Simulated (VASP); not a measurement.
# CrO2 (P4_2/mnm) in VASP: single point with r2SCAN+rVV10

Aim: the single point of CrO2 with r2SCAN+rVV10.

Everything below comes from runs of VASP 6.6.1. Logs are shortened: lines on timing, memory, paths and dates and some standing lists are left out, and cuts for length are marked.

### 1 The cell of the first run

Symmetry: P4_2/mnm, No. 136, tetragonal system. The conventional cell has a = 4.421 Å, b = 4.421 Å, c = 2.917 Å, α = 90.00°, β = 90.00°, γ = 90.00°. Within 2.5 Å of Cr (site symmetry mmm) lie 6 O at 1.88 to 1.92 Å. Within 2.5 Å of O (site symmetry m2m) lie 3 Cr at 1.88 to 1.92 Å and 1 O at 2.49 Å.

### 2 Single point, r2SCAN+rVV10, collinear spin, ferromagnetic start

Input file POSCAR:

```
CrO2
1.0
    4.4210000000      0.0000000000      0.0000000000
    0.0000000000      4.4210000000      0.0000000000
    0.0000000000      0.0000000000      2.9170000000
Cr O
2 4
Direct
    0.0000000000      0.0000000000      0.0000000000
    0.5000000000      0.5000000000      0.5000000000
    0.3010000000      0.3010000000      0.0000000000
    0.1990000000      0.8010000000      0.5000000000
    0.6990000000      0.6990000000      0.0000000000
    0.8010000000      0.1990000000      0.5000000000
```

Input file INCAR.step1:

```
SYSTEM = CrO2
ALGO = Normal
EDIFF = 1E-5
ENCUT = 660
GGA = PE
GGA_COMPAT = .False.
ISMEAR = 0
ISPIN = 2
LASPH = .True.
LCHARG = .False.
LMAXMIX = 4
LREAL = .False.
LWAVE = .True.
MAGMOM = 2 2 0 0 0 0
NBANDS = 37
NELM = 200
PREC = Accurate
SIGMA = 0.1
```

Input file INCAR.step2:

```
SYSTEM = CrO2
ALGO = Normal
BPARAM = 11.95
CPARAM = 0.0093
EDIFF = 1E-6
ENCUT = 660
GGA_COMPAT = .False.
ISIF = 2
ISMEAR = 0
ISPIN = 2
ISTART = 1
IVDW_NL = 2
LASPH = .True.
LCHARG = .False.
LMAXMIX = 4
LMIXTAU = .True.
LORBIT = 11
LREAL = .False.
LUSE_VDW = .True.
LWAVE = .False.
MAGMOM = 2 2 0 0 0 0
METAGGA = R2SCAN
NBANDS = 37
NELM = 200
PREC = Accurate
SIGMA = 0.1
```

Input file KPOINTS:

```
k-points
0
Gamma
  4 4 6
  0 0 0
```

Potentials or basis: VASP PAW PBE potentials, release 64 (Cr_pv, O).

Command:

```bash
cat potpaw_PBE.64/Cr_pv/POTCAR potpaw_PBE.64/O/POTCAR > POTCAR
cp INCAR.step1 INCAR
mpirun -np 1 vasp_std > vasp.out
cp INCAR.step2 INCAR
mpirun -np 1 vasp_std > vasp.out
```

OUTCAR:

```text
SYSTEM = CrO2
   BPARAM = 11.95
   EDIFF = 1E-6
   ENCUT = 660
   ISIF = 2
   ISMEAR = 0
   ISPIN = 2
   ISTART = 1
   IVDW_NL = 2
   LASPH = .True.
   LORBIT = 11
   LREAL = .False.
   METAGGA = R2SCAN
   NELM = 200
   PREC = Accurate

 ion  position               nearest neighbor table
   1  0.000  0.000  0.000-   3 1.88   5 1.88   4 1.92   6 1.92   4 1.92   6 1.92
   2  0.500  0.500  0.500-   4 1.88   6 1.88   5 1.92   3 1.92   3 1.92   5 1.92
   3  0.301  0.301  0.000-   1 1.88   2 1.92   2 1.92
   4  0.199  0.801  0.500-   2 1.88   1 1.92   1 1.92
   5  0.699  0.699  0.000-   1 1.88   2 1.92   2 1.92
   6  0.801  0.199  0.500-   2 1.88   1 1.92   1 1.92

  LATTYP: Found a simple tetragonal cell.
 ALAT       =     4.4210000000
 C/A-ratio  =     0.6598054739

  Lattice vectors:

 A1 = (   4.4210000000,   0.0000000000,   0.0000000000)
 A2 = (   0.0000000000,   4.4210000000,   0.0000000000)
 A3 = (   0.0000000000,   0.0000000000,   2.9170000000)

Analysis of symmetry for initial positions (statically):
=====================================================================
 Subroutine PRICEL returns:
 Original cell was already a primitive cell.

 Routine SETGRP: Setting up the symmetry group for a
 simple tetragonal supercell.

 Subroutine GETGRP returns: Found 16 space group operations
 (whereof  8 operations were pure point group operations)
 out of a pool of 16 trial point group operations.

The static configuration has the point symmetry D_2h.
 The point group associated with its full space group is D_4h.

Analysis of symmetry for dynamics (positions and initial velocities):
=====================================================================
 Subroutine PRICEL returns:
 Original cell was already a primitive cell.

 Routine SETGRP: Setting up the symmetry group for a
 simple tetragonal supercell.

 Subroutine GETGRP returns: Found 16 space group operations
 (whereof  8 operations were pure point group operations)
 out of a pool of 16 trial point group operations.

The dynamic configuration has the point symmetry D_2h.
 The point group associated with its full space group is D_4h.

Analysis of structural, dynamic, and magnetic symmetry:
=====================================================================
 Subroutine PRICEL returns:
 Original cell was already a primitive cell.

 Routine SETGRP: Setting up the symmetry group for a
 simple tetragonal supercell.
[... 146 lines left out ...]
 spin polarized calculation
 Gauss-broadening in eV      SIGMA  =   0.10
  energy-cutoff  :      660.00
  volume of cell :       57.01
 maximum number of plane-waves:      2216
 NGX is ok and might be reduce to    40
   NGX = 19   NGY = 19   NGZ = 13

 number of electron      47.9999999 magnetization       4.0000002

 Free energy of the ion-electron system (eV)
  ---------------------------------------------------
  ext. energy  EPLUGINS =         0.00000000
  ---------------------------------------------------
  free energy    TOTEN  =       -65.93871167 eV

  energy without entropy =      -65.92954416  energy(sigma->0) =      -65.93412792

 E-fermi :   5.2113     XC(G=0): -12.7857

 val. band max:        5.2074390541   @ k =   0.2500   0.0000   0.3333
 cond. band min:       5.2257369193   @ k =   0.2500   0.2500   0.5000
 fundamental gap:      0.0182978652
 Fermi energy:         5.2113459706

 spin component 1

 k-point     1 :       0.0000    0.0000    0.0000
  band No.  band energies     occupation
      1     -41.3974      1.00000
      2     -41.3974      1.00000
      3     -41.2827      1.00000
      4     -41.2827      1.00000
      5     -41.2041      1.00000
      6     -41.1897      1.00000
[... 925 lines left out ...]
     35      17.2946      0.00000
     36      17.2946      0.00000
 Fermi energy:         5.2113459706

 spin component 2

 k-point     1 :       0.0000    0.0000    0.0000
  band No.  band energies     occupation
      1     -38.6207      1.00000
      2     -38.6207      1.00000
      3     -38.3098      1.00000
      4     -38.3098      1.00000
      5     -38.0061      1.00000
      6     -37.9877      1.00000
[... 925 lines left out ...]
     35      17.4805      0.00000
     36      17.4805      0.00000
 [bands above 36 left out]

------------------------ aborting loop because EDIFF is reached ----------------------------------------

  FORCE on cell =-STRESS in cart. coord.  units (eV):
  Direction    XX          YY          ZZ          XY          YZ          ZX
  --------------------------------------------------------------------------------------
  -------------------------------------------------------------------------------------
  Total       -1.2995850     -1.2995850     -1.1789148      0.0000000      0.0000000      0.0000000
  in kB      -36.5205934    -36.5205934    -33.1295497      0.0000000      0.0000000      0.0000000
  external PRESSURE =     -35.3902455 kB  Pullay stress =       0.0000000 kB

 VOLUME and BASIS-vectors are now :
 -----------------------------------------------------------------------------
  energy-cutoff  :      660.00
  volume of cell :       57.01
      direct lattice vectors                 reciprocal lattice vectors
     4.421000000  0.000000000  0.000000000     0.226193169  0.000000000  0.000000000
     0.000000000  4.421000000  0.000000000     0.000000000  0.226193169  0.000000000
     0.000000000  0.000000000  2.917000000     0.000000000  0.000000000  0.342817964

 POSITION                                       TOTAL-FORCE (eV/Angst)
 -----------------------------------------------------------------------------------
      0.00000      0.00000      0.00000         0.000000     -0.000000      0.000000
      2.21050      2.21050      1.45850         0.000000     -0.000000      0.000000
      1.33072      1.33072      0.00000         0.161704      0.161704      0.000000
      0.87978      3.54122      1.45850        -0.161704      0.161704      0.000000
      3.09028      3.09028      0.00000        -0.161704     -0.161704     -0.000000
      3.54122      0.87978      1.45850         0.161704     -0.161704      0.000000
 -----------------------------------------------------------------------------------
    total drift:                               -0.000000      0.000000     -0.000000

  FREE ENERGIE OF THE ION-ELECTRON SYSTEM (eV)
  ---------------------------------------------------
  free  energy   TOTEN  =       -65.9387116706 eV

  energy  without entropy=      -65.9295441629  energy(sigma->0) =      -65.93412792

 total charge

# of ion       s       p       d       tot
------------------------------------------
    1        0.655   6.458   3.957  11.070
    2        0.655   6.458   3.957  11.070
    3        1.572   3.492   0.000   5.064
    4        1.572   3.492   0.000   5.064
    5        1.572   3.492   0.000   5.064
    6        1.572   3.492   0.000   5.064
--------------------------------------------------
tot          7.600  26.883   7.915  42.397

 magnetization (x)

# of ion       s       p       d       tot
------------------------------------------
    1        0.171   0.034   2.152   2.357
    2        0.171   0.034   2.152   2.357
    3       -0.003  -0.123   0.000  -0.126
    4       -0.003  -0.123   0.000  -0.126
    5       -0.003  -0.123   0.000  -0.126
    6       -0.003  -0.123   0.000  -0.126
--------------------------------------------------
tot          0.330  -0.424   4.304   4.209
```

OUTCAR.step1:

```text
SYSTEM = CrO2
   EDIFF = 1E-5
   ENCUT = 660
   GGA = PE
   ISMEAR = 0
   ISPIN = 2
[... 2130 lines left out ...]
      1.33072      1.33072      0.00000         0.183223      0.183223      0.000000
      0.87978      3.54122      1.45850        -0.183223      0.183223      0.000000
      3.09028      3.09028      0.00000        -0.183223     -0.183223     -0.000000
      3.54122      0.87978      1.45850         0.183223     -0.183223     -0.000000
 -----------------------------------------------------------------------------------
    total drift:                               -0.000000      0.000000     -0.000000

  FREE ENERGIE OF THE ION-ELECTRON SYSTEM (eV)
  ---------------------------------------------------
  free  energy   TOTEN  =       -50.3509211621 eV

  energy  without entropy=      -50.3405660025  energy(sigma->0) =      -50.34574358
```

It took 30 min on 1 thread of Intel Xeon 8259CL, shared host; peak memory 0.46 GiB.

What came out:

* Free energy: -65.9387 eV
* Pressure: -3.5 GPa
* Largest force: 0.229 eV/Å
* Band gap on the k mesh: zero (filled and empty bands overlap)
* Net moment: 4.00 μB per cell
* Site moments: Cr +2.36; O -0.13 μB
* Valence electrons inside the program's atomic spheres: Cr 11.07; O 5.06

Forces in eV/Å, atoms in the order of the input:
```
Cr   0.000  0.000  0.000
Cr   0.000  0.000  0.000
O    0.162  0.162  0.000
O   -0.162  0.162  0.000
O   -0.162 -0.162  0.000
O    0.162 -0.162  0.000
```

Stress tensor (GPa, compression positive):
```
-3.65  0.00  0.00
 0.00 -3.65  0.00
 0.00  0.00 -3.31
```

Levels at points of the mesh, in eV from the Fermi level:
Spin up:
```
           k point  band 22  band 23  band 24  band 25  band 26  band 27  band 28  band 29  band 30  band 31
(0.00, 0.00, 0.00)    -1.34    -1.34    -1.28    -1.01    -1.01    -0.35     0.45     0.47     1.27     1.47
(0.50, 0.00, 0.00)    -1.39    -1.06    -1.06    -0.41    -0.41     0.41     0.41     0.49     0.49     3.76
(0.50, 0.50, 0.00)    -2.01    -1.79    -1.79    -1.31    -1.31     0.45     0.45     1.06     1.06     3.14
(0.00, 0.00, 0.50)    -2.57    -1.04    -1.04     0.11     0.11     0.47     0.47     0.71     0.71     2.88
(0.50, 0.00, 0.50)    -1.70    -1.56    -1.56    -1.01    -1.01     0.48     0.48     0.99     0.99     2.07
(0.50, 0.50, 0.50)    -1.56    -1.04    -1.04    -0.06    -0.06    -0.05    -0.05     0.47     0.47     3.43
```
Spin down:
```
           k point  band 19  band 20  band 21  band 22  band 23  band 24  band 25  band 26
(0.00, 0.00, 0.00)    -1.67    -1.39    -1.39    -0.93     1.75     1.80     2.05     2.14
(0.50, 0.00, 0.00)    -2.82    -2.82    -1.75    -1.75     2.43     2.43     2.81     2.81
(0.50, 0.50, 0.00)    -2.53    -2.53    -2.24    -2.24     1.78     1.78     2.17     2.17
(0.00, 0.00, 0.50)    -3.63    -3.63    -2.57    -2.57     2.45     2.45     3.05     3.05
(0.50, 0.00, 0.50)    -3.06    -3.06    -2.11    -2.11     1.55     1.55     3.07     3.07
(0.50, 0.50, 0.50)    -2.41    -2.41    -1.61    -1.61     2.10     2.10     2.88     2.88
```

Caveat: the cell stands under tension; the PAW data sets were made with another functional, which shifts forces and pressure a little; semilocal functionals often make such compounds metallic where correlation or magnetic order opens a gap, which also shifts bond lengths; the run started ferromagnetic, and an antiferromagnetic order may lie lower in energy. With open d or f shells a metallic result of r2SCAN can be an artefact of self-interaction; +U or a hybrid may open a gap.
